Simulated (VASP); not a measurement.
# CaSb4 (P6/mmm) in VASP: a series of runs, part 2 of 2

VASP 6.6.1. Earlier steps stand in the parts before.

## Step 3: Relaxation of cell and atoms, PBE

This run uses another cell than the first one, of 33.36 Å³/atom.

The input, INCAR:

```
SYSTEM = CaSb4
PREC = Accurate ; ENCUT = 600
EDIFF = 1E-6 ; ISMEAR = 0
SIGMA = 0.1 ; LREAL = .False.
LASPH = .True. ; NELM = 100
ALGO = Normal ; ISIF = 3
LWAVE = .False. ; LCHARG = .False.
GGA = PE ; IBRION = 2
NSW = 100 ; EDIFFG = -0.01
```

The input, KPOINTS:

```
Automatic mesh
0
Gamma
  12 12 6
  0 0 0
```

The input, POSCAR:

```
CaSb4
1.0
    5.5820067407      0.0000000000      0.0000000000
   -2.7910033703      4.8341596415      0.0000000000
    0.0000000000      0.0000000000      6.1809650930
Ca Sb
1 4
Direct
    0.0000000000      0.0000000000      0.5000000000
    0.3333333333      0.6666666667      0.5000000000
    0.6666666667      0.3333333333      0.5000000000
    0.3333333333      0.6666666667      0.0000000000
    0.6666666667      0.3333333333      0.0000000000
```

Potentials or basis: VASP PAW PBE potentials, release 64 (Ca_sv, Sb).

On the command line:

```sh
$ cat potpaw_PBE.64/Ca_sv/POTCAR potpaw_PBE.64/Sb/POTCAR > POTCAR
$ mpirun -np 1 vasp_std > vasp.out
```

OUTCAR:

```text
SYSTEM = CaSb4
   PREC = Accurate
   ENCUT = 600
   EDIFF = 1E-6
   ISMEAR = 0
   LREAL = .False.
   LASPH = .True.
   NELM = 100
   ISIF = 3
   GGA = PE
   IBRION = 2
   NSW = 100
   EDIFFG = -0.01

 ion  position               nearest neighbor table
   1  0.000  0.000  0.500-   2 3.22   3 3.22   2 3.22   3 3.22   3 3.22   2 3.22
   2  0.333  0.667  0.500-   4 3.09   4 3.09   3 3.22   1 3.22   3 3.22   1 3.22   1 3.22   3 3.22

   3  0.667  0.333  0.500-   5 3.09   5 3.09   2 3.22   1 3.22   2 3.22   1 3.22   1 3.22   2 3.22

   4  0.333  0.667  0.000-   2 3.09   2 3.09   5 3.22   5 3.22   5 3.22
   5  0.667  0.333  0.000-   3 3.09   3 3.09   4 3.22   4 3.22   4 3.22

  LATTYP: Found a hexagonal cell.
 ALAT       =     5.5820067407
 C/A-ratio  =     1.1073016175

  Lattice vectors:

 A1 = (   5.5820067407,   0.0000000000,   0.0000000000)
 A2 = (  -2.7910033703,   4.8341596415,   0.0000000000)
 A3 = (   0.0000000000,   0.0000000000,   6.1809650930)

Analysis of symmetry for initial positions (statically):
=====================================================================
 Subroutine PRICEL returns:
 Original cell was already a primitive cell.

 Routine SETGRP: Setting up the symmetry group for a
 hexagonal supercell.

 Subroutine GETGRP returns: Found 24 space group operations
 (whereof 24 operations were pure point group operations)
 out of a pool of 24 trial point group operations.

The static configuration has the point symmetry D_6h.

Analysis of symmetry for dynamics (positions and initial velocities):
=====================================================================
 Subroutine PRICEL returns:
 Original cell was already a primitive cell.

 Routine SETGRP: Setting up the symmetry group for a
 hexagonal supercell.

 Subroutine GETGRP returns: Found 24 space group operations
 (whereof 24 operations were pure point group operations)
 out of a pool of 24 trial point group operations.

The dynamic configuration has the point symmetry D_6h.

[... 133 lines left out ...]
   LEPSILON=     F    determine dielectric tensor
   LRPA    =     F    only Hartree local field effects (RPA)
 conjugate gradient relaxation of ions
 non-spin polarized calculation
 Gauss-broadening in eV      SIGMA  =   0.10
  energy-cutoff  :      600.00
  volume of cell :      166.79
 maximum number of plane-waves:      5598
 NGX is ok and might be reduce to    48
   NGX = 23   NGY = 23   NGZ = 25

--------------------------------------- Ionic step        1  -------------------------------------------

 number of electron      30.0000000 magnetization

 Free energy of the ion-electron system (eV)
  ---------------------------------------------------
  ext. energy  EPLUGINS =         0.00000000
  ---------------------------------------------------
  free energy    TOTEN  =       -19.05982314 eV

  energy without entropy =      -19.05084999  energy(sigma->0) =      -19.05533656

------------------------ aborting loop because EDIFF is reached ----------------------------------------

  FORCE on cell =-STRESS in cart. coord.  units (eV):
  Direction    XX          YY          ZZ          XY          YZ          ZX
  --------------------------------------------------------------------------------------
  -------------------------------------------------------------------------------------
  Total        0.9235117      0.9235117     -0.6354497      0.0000000     -0.0000000     -0.0000000
  in kB        8.8712608      8.8712608     -6.1041351      0.0000000     -0.0000000     -0.0000000
  external PRESSURE =       3.8794622 kB  Pullay stress =       0.0000000 kB
[... 65 lines left out ...]
--------------------------------------- Ionic step        3  -------------------------------------------

 number of electron      30.0000000 magnetization

 Free energy of the ion-electron system (eV)
  ---------------------------------------------------
  ext. energy  EPLUGINS =         0.00000000
  ---------------------------------------------------
  free energy    TOTEN  =       -19.06756303 eV

  energy without entropy =      -19.05904507  energy(sigma->0) =      -19.06330405

 E-fermi :   5.3152     XC(G=0):  -8.8400

 val. band max:        5.3124022242   @ k =   0.4167   0.1667   0.5000
 cond. band min:       5.3496602061   @ k =   0.3333   0.3333   0.5000
 fundamental gap:      0.0372579818
 Fermi energy:         5.3151668784

 k-point     1 :       0.0000    0.0000    0.0000
  band No.  band energies     occupation
      1     -36.4098      2.00000
      2     -17.5340      2.00000
      3     -17.3733      2.00000
      4     -17.3733      2.00000
      5      -6.1916      2.00000
      6      -3.5721      2.00000
[... 505 lines left out ...]
      6      -3.9766      2.00000
[... 11 lines left out ...]
     18       7.3101      0.00000
     19       7.6983      0.00000

 [... further k-points ...]

------------------------ aborting loop because EDIFF is reached ----------------------------------------

  FORCE on cell =-STRESS in cart. coord.  units (eV):
  Direction    XX          YY          ZZ          XY          YZ          ZX
  --------------------------------------------------------------------------------------
  -------------------------------------------------------------------------------------
  Total       -0.0025734     -0.0025734     -0.0084047     -0.0000000     -0.0000000      0.0000000
  in kB       -0.0245013     -0.0245013     -0.0800213     -0.0000000     -0.0000000      0.0000000
  external PRESSURE =      -0.0430080 kB  Pullay stress =       0.0000000 kB
[... 20 lines left out ...]
  FREE ENERGIE OF THE ION-ELECTRON SYSTEM (eV)
  ---------------------------------------------------
  free  energy   TOTEN  =       -19.0675630319 eV

  energy  without entropy=      -19.0590450717  energy(sigma->0) =      -19.06330405

 reached required accuracy - stopping structural energy minimisation
```

OSZICAR:

```text
N       E                     dE             d eps       ncg     rms          rms(c)
DAV:   1     0.210025466449E+03    0.21003E+03   -0.12635E+04  2888   0.145E+03
DAV:   2    -0.165891363436E+01   -0.21168E+03   -0.20718E+03  3304   0.300E+02
[... 23 lines left out ...]
DAV:   1    -0.190693370139E+02   -0.25007E-02   -0.77891E-02  2994   0.193E+00    0.193E-01
DAV:   2    -0.190681284728E+02    0.12085E-02   -0.39980E-03  4129   0.403E-01    0.122E-01
DAV:   3    -0.190675662077E+02    0.56227E-03   -0.13184E-03  4144   0.230E-01    0.244E-02
DAV:   4    -0.190675558854E+02    0.10322E-04   -0.16515E-04  5215   0.625E-02    0.180E-02
DAV:   5    -0.190675612607E+02   -0.53753E-05   -0.22115E-05  4259   0.251E-02    0.816E-03
DAV:   6    -0.190675626740E+02   -0.14133E-05   -0.30460E-06  3019   0.127E-02    0.146E-03
DAV:   7    -0.190675630319E+02   -0.35787E-06   -0.28933E-07  1732   0.391E-03
   3 F= -.19067563E+02 E0= -.19063304E+02  d E =-.773990E-02
```

CONTCAR:

```text
CaSb4
   1.00000000000000
     5.6200385946406088    0.0000000000003934   -0.0000000000000000
    -2.8100192972696232    4.8670961931645289    0.0000000000000000
     0.0000000000000000   -0.0000000000000000    6.1519881731348098
  Ca              Sb
     1     4
Direct
     0.0000000000000000    0.0000000000000000    0.5000000000000000
     0.3333333332999970    0.6666666667000030    0.5000000000000000
     0.6666666667000030    0.3333333332999970    0.5000000000000000
     0.3333333332999970    0.6666666667000030    0.0000000000000000
     0.6666666667000030    0.3333333332999970    0.0000000000000000

  0.00000000E+00  0.00000000E+00  0.00000000E+00
  0.00000000E+00  0.00000000E+00  0.00000000E+00
  0.00000000E+00  0.00000000E+00  0.00000000E+00
  0.00000000E+00  0.00000000E+00  0.00000000E+00
  0.00000000E+00  0.00000000E+00  0.00000000E+00
```

Wall time 7.7 min (1 thread of Intel Xeon Platinum 8488C (Sapphire Rapids), shared host); peak memory 0.55 GiB.

What came out:

```yaml
Free_energy: -19.0676 eV
Relaxed_volume: 33.66 Å³/atom
Relaxed_cell: a = 5.620 Å, b = 5.620 Å, c = 6.152 Å, α = 90.00°, β = 90.00°, γ = 120.00°
Space_group_after_relaxing_to_0.1_Å: P6/mmm (No. 191)
Energy_gained_by_relaxing: 1.5 meV/atom
Ionic_steps: 3
Pressure_after_relaxing: 0.0 GPa
Band_gap_on_the_k_mesh: zero (bands 15 and 16 overlap by 1.68 eV)
```

Step by step:
```csv
step,energy change (eV),largest force (eV/Å),pressure (GPa),volume (Å³)
1,0.0000,0.0000,0.39,166.79
2,-0.0070,0.0000,-0.11,168.73
3,-0.0077,0.0000,0.00,168.28
```

Final structure:
```
CELL_PARAMETERS angstrom
5.62004 0.00000 0.00000
-2.81002 4.86710 0.00000
0.00000 0.00000 6.15199
ATOMIC_POSITIONS crystal
Ca 0.00000 0.00000 0.50000
Sb 0.33333 0.66667 0.50000
Sb 0.66667 0.33333 0.50000
Sb 0.33333 0.66667 0.00000
Sb 0.66667 0.33333 0.00000
```

Levels at points of the mesh, in eV from the Fermi level:
```tsv
k point	band 11	band 12	band 13	band 14	band 15	band 16	band 17	band 18	band 19
(0.00, 0.00, 0.00)	-3.76	-2.35	-1.55	-1.55	-0.75	-0.75	1.64	1.79	1.79
(0.50, 0.00, 0.00)	-3.45	-3.31	-1.86	-0.79	0.37	0.42	1.82	2.45	2.80
(0.00, 0.00, 0.50)	-2.51	-2.51	-1.21	-1.17	-0.07	-0.07	0.18	0.18	1.71
(0.50, 0.00, 0.50)	-2.69	-2.04	-0.63	-0.41	0.34	0.43	0.60	1.22	1.37
```

Caveat: spin-orbit coupling is left out, which moves the levels of the heavy elements.

The gap in the log of VASP goes by the Fermi energy; the results here count the filled bands.